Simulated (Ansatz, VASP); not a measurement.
Two plane-wave programs on PbSe

```xyz
2
Lattice="0.0000 3.0606 3.0606 3.0606 0.0000 3.0606 3.0606 3.0606 0.0000" Properties=species:S:1:pos:R:3 pbc="T T T"
Pb    0.0000    0.0000    0.0000
Se    3.0606    3.0606    3.0606
```

Alike in both runs: functional RPBE; k mesh 4 × 4 × 4; occupations fermi-dirac, width 0.05 eV; no spin polarisation.

|  | VASP | Ansatz |
| --- | --- | --- |
| version | VASP 6.6.1 | Ansatz 0.2.0 |
| potentials or method | VASP PAW PBE potentials, release 64 (Pb_d, Se) | Ansatz PAW |
| plane-wave cutoff (eV) | 520 | 420 |
| valence electrons in the cell | 20 | 30 |
| task | single point | projected density of states |

Ansatz gave:

- gap on the k mesh at the Fermi level (eV): 0.37
- least direct gap on the mesh (eV): 0.37
- pressure (GPa): 4.2

**Question.** Estimate VASP's values.

**Answer.** gap on the k mesh at the Fermi level (eV): 0.38; least direct gap on the mesh (eV): 0.38; pressure (GPa): 4.2.

VASP's potentials were made for PBE, not for RPBE. VASP's potentials hold 20 valence electrons a cell and Ansatz's 30, so a difference there can come from the potentials and not from the codes.

The k mesh is coarse, so the values compare programs but aren't converged. Spin-orbit coupling is off throughout.
